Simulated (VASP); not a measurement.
**Hf: single point with PBE**

Hf:

```xyz
1
Lattice="-1.7248 1.7248 1.7248 1.7248 -1.7248 1.7248 1.7248 1.7248 -1.7248" Properties=species:S:1:pos:R:3 pbc="T T T"
Hf    0.0000    0.0000    0.0000
```

This cell differs from its parent crystal: volume scaled by 0.920.

```yaml
Program: VASP 6.6.1
Task: single point
Functional: PBE
Potentials_or_basis: VASP PAW PBE potentials, release 64 (Hf_pv)
Cutoff: 520 eV
k_mesh: 18 × 18 × 18
Occupations: gaussian, width 0.05 eV
Spin: no spin polarisation
```

```yaml
Pressure: 9.1 GPa
Band_gap_on_the_k_mesh: zero (band 5 reaches 6.77 eV, above the bottom of band 6 at 4.45 eV)
```

Levels at points of the mesh, in eV from the Fermi level:
```csv
k point,band 3,band 4,band 5,band 6,band 7,band 8
"(0.00, 0.00, 0.00)",-29.49,-7.30,1.60,1.60,1.60,4.63
"(0.50, 0.00, 0.00)",-29.50,-3.64,-0.65,1.43,4.52,5.61
"(0.50, 0.50, 0.50)",-30.24,-2.96,-2.96,7.46,7.46,7.46
```

Wall time 18 s on 1 thread of AMD EPYC 9R45 96-Core Processor (Zen 5), on a shared host, peak memory 0.14 GiB.

Caveat: spin-orbit coupling is left out, which moves the levels of the heavy elements.
